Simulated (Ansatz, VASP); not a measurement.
# Two plane-wave programs on Li4SiN

```
Li Si N
1.0
     3.80991    0.00000    0.00000
     0.00000    3.80991    0.00000
     0.00000    0.00000    5.97318
Li Si N
4 1 1
Direct
  0.00000 0.50000 0.25398
  0.50000 0.00000 0.25398
  0.00000 0.50000 0.74602
  0.50000 0.00000 0.74602
  0.00000 0.00000 0.50000
  0.50000 0.50000 0.50000
```

Alike in both runs: task single point; functional PBE; k mesh 4 × 4 × 4; occupations gaussian, width 0.1 eV; no spin polarisation.

|  | VASP | Ansatz |
| --- | --- | --- |
| version | VASP 6.6.1 | Ansatz 0.2.0 |
| potentials or method | VASP PAW PBE potentials, release 64 (Li_sv, Si, N), cutoff 520 eV | scalar-relativistic, plane waves, PAW |
| valence electrons in the cell | 21 | 21 |

|  | VASP | Ansatz | Ansatz less VASP |
| --- | --- | --- | --- |
| gap on the k mesh at the Fermi level (eV) | none | none | - |
| rms of the force components (eV/Å) | 0.096 | 0.094 | -0.0024 |

Atom by atom the forces differ by 0.002 eV/Å (rms over components). A gap of «none» marks a metal or a gap that the smearing closes. The functional is the same, so the differences come from potentials, cutoffs and numerics.

The k mesh is coarse, so the values compare programs but aren't converged. Noted on VASP's run: the cutoff is short for stress, so the pressure is rough.
